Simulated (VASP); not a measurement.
# ScAl2Sb2As (Cmmm) in VASP: further runs

Runs on ScAl2Sb2As. Level: PBE. Tasks: single point, relaxation of cell and atoms.

All numbers are computed with VASP 6.6.1; they aren't measurements. Logs are shortened: lines on timing, memory, paths and dates and some standing lists are left out, and cuts for length are marked.

## (1) The cell of the first run

Symmetry: Cmmm, No. 65, orthorhombic system. Conventional cell: a = 7.840 Å, b = 9.692 Å, c = 4.107 Å, α = 90.00°, β = 90.00°, γ = 90.00°. Sc (site symmetry mmm) has 2 Sb at 2.81 Å and 8 Al at 3.73 Å within 3.8 Å. Within 4.2 Å of Al (site symmetry 2/m) lie 4 Sb at 2.86 Å and 2 As at 3.12 Å and 4 Sc at 3.73 Å and 4 Al at 3.92 to 4.11 Å. Within 3.7 Å of Sb (site symmetry m2m) lie 1 Sc at 2.81 Å and 4 Al at 2.86 Å and 2 As at 2.89 Å. As (site symmetry mmm) has 4 Sb at 2.89 Å and 4 Al at 3.12 Å within 3.8 Å.

The cell was generated, and may not be a known phase.

## (2) Single point, PBE

File INCAR:

```
SYSTEM = ScAl2Sb2As
ALGO = Normal ; EDIFF = 1E-7
ENCUT = 520 ; GGA = PE
ISIF = 2 ; ISMEAR = 0
LASPH = .True. ; LCHARG = .False.
LREAL = .False. ; LWAVE = .False.
NBANDS = 25 ; NELM = 60
PREC = Accurate ; SIGMA = 0.1
```

File KPOINTS:

```
k-points
0
Gamma
  6 6 10
  0 0 0
```

File POSCAR:

```
ScAl2Sb2As
1.0
    3.9198561925     -4.8461459944      0.0000000000
    3.9198561925      4.8461459944      0.0000000000
    0.0000000000      0.0000000000      4.1072877383
Sc Al Sb As
1 2 2 1
Direct
    0.0000000000      0.0000000000      0.0000000000
    0.5000000000      0.0000000000      0.5000000000
    0.0000000000      0.5000000000      0.5000000000
    0.7102522854      0.2897477146      0.0000000000
    0.2897477146      0.7102522854      0.0000000000
    0.5000000000      0.5000000000      0.5000000000
```

Potentials or basis: VASP PAW PBE potentials, release 64 (Sc_sv, Al, Sb, As).

Launch:

```console
cat potpaw_PBE.64/Sc_sv/POTCAR potpaw_PBE.64/Al/POTCAR potpaw_PBE.64/Sb/POTCAR potpaw_PBE.64/As/POTCAR > POTCAR
mpirun -np 1 vasp_std > vasp.out
```

OUTCAR:

```text
SYSTEM = ScAl2Sb2As
   EDIFF = 1E-7
   ENCUT = 520
   GGA = PE
   ISIF = 2
   ISMEAR = 0
   LASPH = .True.
   LREAL = .False.
   NELM = 60
   PREC = Accurate

 ion  position               nearest neighbor table
   1  0.000  0.000  0.000-   4 2.81   5 2.81
   2  0.500  0.000  0.500-   4 2.86   5 2.86   4 2.86   5 2.86   6 3.12   6 3.12
   3  0.000  0.500  0.500-   4 2.86   5 2.86   4 2.86   5 2.86   6 3.12   6 3.12
   4  0.710  0.290  0.000-   1 2.81   2 2.86   3 2.86   2 2.86   3 2.86   6 2.89   6 2.89
   5  0.290  0.710  0.000-   1 2.81   2 2.86   3 2.86   2 2.86   3 2.86   6 2.89   6 2.89
   6  0.500  0.500  0.500-   4 2.89   5 2.89   4 2.89   5 2.89   2 3.12   3 3.12   2 3.12   3 3.12

  LATTYP: Found a base centered orthorhombic cell.
 ALAT       =     7.8397123850
 B/A-ratio  =     1.2363070879
 C/A-ratio  =     0.5239079620

  Lattice vectors:

 A1 = (   3.9198561925,  -4.8461459944,   0.0000000000)
 A2 = (   3.9198561925,   4.8461459944,   0.0000000000)
 A3 = (   0.0000000000,   0.0000000000,   4.1072877383)

Analysis of symmetry for initial positions (statically):
=====================================================================
 Subroutine PRICEL returns:
 Original cell was already a primitive cell.

 Routine SETGRP: Setting up the symmetry group for a
 base centered orthorhombic supercell.

 Subroutine GETGRP returns: Found  8 space group operations
 (whereof  8 operations were pure point group operations)
 out of a pool of  8 trial point group operations.

The static configuration has the point symmetry D_2h.

Analysis of symmetry for dynamics (positions and initial velocities):
=====================================================================
 Subroutine PRICEL returns:
 Original cell was already a primitive cell.

 Routine SETGRP: Setting up the symmetry group for a
 base centered orthorhombic supercell.

 Subroutine GETGRP returns: Found  8 space group operations
 (whereof  8 operations were pure point group operations)
 out of a pool of  8 trial point group operations.

The dynamic configuration has the point symmetry D_2h.

 Subroutine INISYM returns: Found  8 space group operations
 (whereof  8 operations are pure point group operations),
 and found     1 'primitive' translations

----------------------------------------------------------------------------------------

                                     Primitive cell

  volume of cell :     156.0457

  direct lattice vectors                    reciprocal lattice vectors
     3.919856193 -4.846145994  0.000000000     0.127555700 -0.103174770  0.000000000
     3.919856193  4.846145994  0.000000000     0.127555700  0.103174770  0.000000000
     0.000000000  0.000000000  4.107287738     0.000000000  0.000000000  0.243469672

  length of vectors
     6.233009191  6.233009191  4.107287738     0.164059409  0.164059409  0.243469672

  position of ions in fractional coordinates (direct lattice)
     0.000000000  0.000000000  0.000000000
     0.500000000  1.000000000  0.500000000
     1.000000000  0.500000000  0.500000000
     0.710252285  0.289747715  0.000000000
     0.289747715  0.710252285  0.000000000
     0.500000000  0.500000000  0.500000000

  ion indices of the primitive-cell ions
   primitive index   ion index
                 1           1
                 2           2
                 3           3
                 4           4
                 5           5
                 6           6

----------------------------------------------------------------------------------------

 KPOINTS: k-points

Automatic generation of k-mesh.
 Grid dimensions read from file:
 generate k-points for:    6    6   10

 Generating k-lattice:

  Cartesian coordinates                     Fractional coordinates (reciprocal lattice)
     0.021259283 -0.017195795  0.000000000     0.166666667 -0.000000000  0.000000000
     0.021259283  0.017195795  0.000000000    -0.000000000  0.166666667  0.000000000
     0.000000000  0.000000000  0.024346967     0.000000000  0.000000000  0.100000000

  Length of vectors
     0.027343235  0.027343235  0.024346967

  Shift w.r.t. Gamma in fractional coordinates (k-lattice)
     0.000000000  0.000000000  0.000000000

 Subroutine IBZKPT returns following result:
 ===========================================

 Found     78 irreducible k-points:

 Following reciprocal coordinates:
            Coordinates               Weight
  0.000000  0.000000  0.000000      1.000000
  0.166667  0.000000  0.000000      4.000000
  0.333333  0.000000  0.000000      4.000000
  0.500000  0.000000  0.000000      2.000000
  0.166667  0.166667  0.000000      2.000000
  0.333333  0.166667  0.000000      4.000000
[... 16 lines left out ...]
  0.333333  0.333333  0.100000      4.000000
  0.500000  0.333333  0.100000      8.000000
 [... further k-points ...]
   k-points           NKPTS =     78   k-points in BZ     NKDIM =     78   number of bands    NBANDS=     25
   number of dos      NEDOS =    301   number of ions     NIONS =      6
   total plane-waves  NPLWV =  73728
   dimension x,y,z NGX =    48 NGY =   48 NGZ =   32
   dimension x,y,z NGXF=    96 NGYF=   96 NGZF=   64
   ions per type =               1   2   2   1
   NGX,Y,Z   is equivalent  to a cutoff of  12.80, 12.80, 12.95 a.u.
   NGXF,Y,Z  is equivalent  to a cutoff of  25.60, 25.60, 25.90 a.u.
 SYSTEM =  ScAl2Sb2As
   PREC   = accura    normal or accurate (medium, high low for compatibility)
   ISTART =      0    job   : 0-new  1-cont  2-samecut
   ICHARG =      2    charge: 1-file 2-atom 10-const
   ISPIN  =      1    spin polarized calculation?
   LNONCOLLINEAR =      F non collinear calculations
   LSORBIT =      F    spin-orbit coupling
   LASPH  =      T    aspherical Exc in radial PAW
   ENCUT  =  520.0 eV  38.22 Ry    6.18 a.u.  11.59 11.59  7.64*2*pi/ulx,y,z
   NELM   =     60;   NELMIN=  2; NELMDL= -5     # of ELM steps
   EDIFF  = 0.1E-06   stopping-criterion for ELM
   LREAL  =      F    real-space projection
   EDIFFG = 0.1E-05   stopping-criterion for IOM
   NSW    =      0    number of steps for IOM
   IBRION =     -1    ionic relax: 0-MD 1-quasi-New 2-CG
   NFREE  =      0    steps in history (QN), initial steepest desc. (CG)
   ISIF   =      2    stress and relaxation
   ISYM   =      2    0-nonsym 1-usesym 2-fastsym
   POTIM  = 0.5000    time-step for ionic-motion
   TEBEG  =    0.0;   TEEND  =   0.0 temperature during run
   PSTRESS=    0.0 pullay stress
   NELECT =      32.0000    total number of electrons
   NUPDOWN=      -1.0000    fix difference up-down
   EMIN   =  10.00;   EMAX   =-10.00  energy-range for DOS
   EFERMI =   0.00;   METHOD = LEGACY
   ISMEAR =     0;   SIGMA  =   0.10  broadening in eV -4-tet -1-fermi 0-gaus
   EFERMI_NEDOS =   21; number of points for ismear=-14 and -15
   IALGO  =     38    algorithm
   IMIX   =      4    mixing-type and parameters
     AMIX     =   0.40;   BMIX     =  1.00
     AMIX_MAG =   1.60;   BMIX_MAG =  1.00
  volume/ion in A,a.u.               =      26.01       175.51
  Fermi-wavevector in a.u.,A,eV,Ry     =   0.965401  1.824343 12.680607  0.931998
  Thomas-Fermi vector in A             =   2.095114
   LORBIT       =      0    0 simple, 1 ext, 2 COOP (PROOUT), +10 PAW based schemes
   GGA     = PE    functional components
   LHFCALC =     F    Hartree Fock is set to
   AEXX    =    0.0000 exact exchange contribution
   IVDW    =     0    specifies the selected vdW correction
   LEPSILON=     F    determine dielectric tensor
   LRPA    =     F    only Hartree local field effects (RPA)
 non-spin polarized calculation
 Gauss-broadening in eV      SIGMA  =   0.10
  energy-cutoff  :      520.00
  volume of cell :      156.05
 maximum number of plane-waves:      4240
 NGX is ok and might be reduce to    48
   NGX = 23   NGY = 23   NGZ = 15

 number of electron      32.0000002 magnetization

 Free energy of the ion-electron system (eV)
  ---------------------------------------------------
  ext. energy  EPLUGINS =         0.00000000
  ---------------------------------------------------
  free energy    TOTEN  =       -25.02513610 eV

  energy without entropy =      -25.00581615  energy(sigma->0) =      -25.01547613

 E-fermi :   5.7238     XC(G=0):  -9.3261

 val. band max:        5.7139073332   @ k =  -0.3333   0.3333   0.2000
 cond. band min:       5.7239628226   @ k =   0.5000   0.3333   0.0000
 fundamental gap:      0.0100554894
 Fermi energy:         5.7238461682

 k-point     1 :       0.0000    0.0000    0.0000
  band No.  band energies     occupation
      1     -45.0619      2.00000
      2     -23.8617      2.00000
      3     -23.6415      2.00000
      4     -23.5279      2.00000
      5      -7.0871      2.00000
      6      -4.3437      2.00000
[... 17 lines left out ...]
     24       8.4202      0.00000
     25       8.5040      0.00000

 k-point     2 :       0.1667    0.0000    0.0000
  band No.  band energies     occupation
      1     -45.0619      2.00000
      2     -23.8617      2.00000
      3     -23.6415      2.00000
      4     -23.5279      2.00000
      5      -7.0408      2.00000
      6      -4.5685      2.00000
[... 17 lines left out ...]
     24       8.1082      0.00000
     25       8.4686      0.00000

 k-point     3 :       0.3333    0.0000    0.0000
  band No.  band energies     occupation
      1     -45.0619      2.00000
      2     -23.8617      2.00000
      3     -23.6415      2.00000
      4     -23.5280      2.00000
      5      -6.9350      2.00000
      6      -4.9294      2.00000
[... 17 lines left out ...]
     24       8.1990      0.00000
     25       8.6190      0.00000

 k-point     4 :       0.5000    0.0000    0.0000
  band No.  band energies     occupation
      1     -45.0619      2.00000
      2     -23.8617      2.00000
      3     -23.6415      2.00000
      4     -23.5280      2.00000
      5      -6.8731      2.00000
      6      -5.0937      2.00000
[... 17 lines left out ...]
     24       7.9547      0.00000
     25       8.9364      0.00000

 k-point     5 :       0.1667    0.1667    0.0000
  band No.  band energies     occupation
      1     -45.0619      2.00000
      2     -23.8617      2.00000
      3     -23.6415      2.00000
      4     -23.5280      2.00000
      5      -6.9921      2.00000
      6      -4.6969      2.00000
[... 17 lines left out ...]
     24       8.4991      0.00000
     25       8.7374      0.00000

 k-point     6 :       0.3333    0.1667    0.0000
  band No.  band energies     occupation
      1     -45.0619      2.00000
      2     -23.8617      2.00000
      3     -23.6415      2.00000
      4     -23.5280      2.00000
      5      -6.8894      2.00000
      6      -5.0038      2.00000
[... 17 lines left out ...]
     24       8.3451      0.00000
     25       8.8421      0.00000
[... 393 lines left out ...]
 k-point    21 :      -0.3333    0.1667    0.1000
  band No.  band energies     occupation
      1     -45.0618      2.00000
      2     -23.8616      2.00000
      3     -23.6430      2.00000
      4     -23.5279      2.00000
      5      -6.8215      2.00000
      6      -4.9644      2.00000
[... 17 lines left out ...]
     24       8.0736      0.00000
     25       8.5849      0.00000

 k-point    22 :      -0.1667    0.1667    0.1000
  band No.  band energies     occupation
      1     -45.0618      2.00000
      2     -23.8616      2.00000
      3     -23.6430      2.00000
      4     -23.5278      2.00000
      5      -6.9219      2.00000
      6      -4.6877      2.00000
[... 17 lines left out ...]
     24       8.0429      0.00000
     25       8.5411      0.00000

 k-point    23 :       0.3333    0.3333    0.1000
  band No.  band energies     occupation
      1     -45.0618      2.00000
      2     -23.8616      2.00000
      3     -23.6429      2.00000
      4     -23.5279      2.00000
      5      -6.7201      2.00000
      6      -5.1225      2.00000
[... 17 lines left out ...]
     24       8.0252      0.00000
     25       8.2682      0.00000

 k-point    24 :       0.5000    0.3333    0.1000
  band No.  band energies     occupation
      1     -45.0618      2.00000
      2     -23.8617      2.00000
      3     -23.6429      2.00000
      4     -23.5280      2.00000
      5      -6.6712      2.00000
      6      -5.2370      2.00000
[... 17 lines left out ...]
     24       7.8587      0.00000
     25       8.5432      0.00000

 [... further k-points ...]
[... 5 lines left out ...]
  --------------------------------------------------------------------------------------
  -------------------------------------------------------------------------------------
  Total        0.0634703      0.0710150      0.1284801      0.0000000      0.0000000      0.0000000
  in kB        0.6516726      0.7291371      1.3191511      0.0000000      0.0000000      0.0000000
  external PRESSURE =       0.8999869 kB  Pullay stress =       0.0000000 kB

 VOLUME and BASIS-vectors are now :
 -----------------------------------------------------------------------------
  energy-cutoff  :      520.00
  volume of cell :      156.05
      direct lattice vectors                 reciprocal lattice vectors
     3.919856193 -4.846145994  0.000000000     0.127555700 -0.103174770  0.000000000
     3.919856193  4.846145994  0.000000000     0.127555700  0.103174770  0.000000000
     0.000000000  0.000000000  4.107287738     0.000000000  0.000000000  0.243469672

 POSITION                                       TOTAL-FORCE (eV/Angst)
 -----------------------------------------------------------------------------------
      0.00000      0.00000      0.00000         0.000000     -0.000000      0.000000
      1.95993     -2.42307      2.05364         0.000000     -0.000000      0.000000
      1.95993      2.42307      2.05364        -0.000000     -0.000000      0.000000
      3.91986     -2.03783      0.00000         0.000000      0.006393      0.000000
      3.91986      2.03783      0.00000         0.000000     -0.006393     -0.000000
      3.91986      0.00000      2.05364        -0.000000      0.000000      0.000000
 -----------------------------------------------------------------------------------
    total drift:                               -0.000000     -0.000000      0.000000

  FREE ENERGIE OF THE ION-ELECTRON SYSTEM (eV)
  ---------------------------------------------------
  free  energy   TOTEN  =       -25.0251361031 eV

  energy  without entropy=      -25.0058161535  energy(sigma->0) =      -25.01547613
```

Wall time 8.4 min (1 thread of Oxide Virtual Turin-like, shared host); peak memory 0.47 GiB.

What came out:

```yaml
Free_energy: -25.0251 eV
Pressure: 0.1 GPa
Largest_force: 0.006 eV/Å
Band_gap_on_the_k_mesh: zero (bands 16 and 17 overlap by 1.27 eV)
```

Forces in eV/Å, atoms in the order of the input:
```
Sc   0.000  0.000  0.000
Al   0.000  0.000  0.000
Al   0.000  0.000  0.000
Sb   0.000  0.006  0.000
Sb   0.000 -0.006  0.000
As   0.000  0.000  0.000
```

Levels at points of the mesh, in eV from the Fermi level:
| k point | band 13 | band 14 | band 15 | band 16 | band 17 | band 18 | band 19 | band 20 |
| --- | --- | --- | --- | --- | --- | --- | --- | --- |
| (0.00, 0.00, 0.00) | -1.22 | -1.13 | -0.83 | 0.05 | 0.37 | 0.58 | 0.66 | 0.94 |
| (0.50, 0.00, 0.00) | -1.81 | -1.68 | -0.91 | 0.06 | 0.17 | 0.57 | 0.87 | 0.94 |
| (0.50, 0.50, 0.00) | -1.70 | -1.45 | -1.11 | -0.65 | -0.47 | 0.53 | 0.62 | 1.21 |
| (0.00, 0.00, 0.50) | -2.88 | -1.59 | -1.55 | -0.73 | 0.23 | 0.34 | 0.95 | 1.08 |
| (0.50, 0.00, 0.50) | -2.64 | -2.29 | -1.59 | -0.66 | -0.21 | 0.15 | 0.33 | 0.76 |
| (0.50, 0.50, 0.50) | -1.20 | -0.92 | -0.47 | -0.09 | 0.04 | 0.66 | 0.69 | 0.81 |

Caveat: spin-orbit coupling is left out, which moves the levels of the heavy elements.

[end of part 1 of 2]

The gap in the log of VASP goes by the Fermi energy; the results here count the filled bands.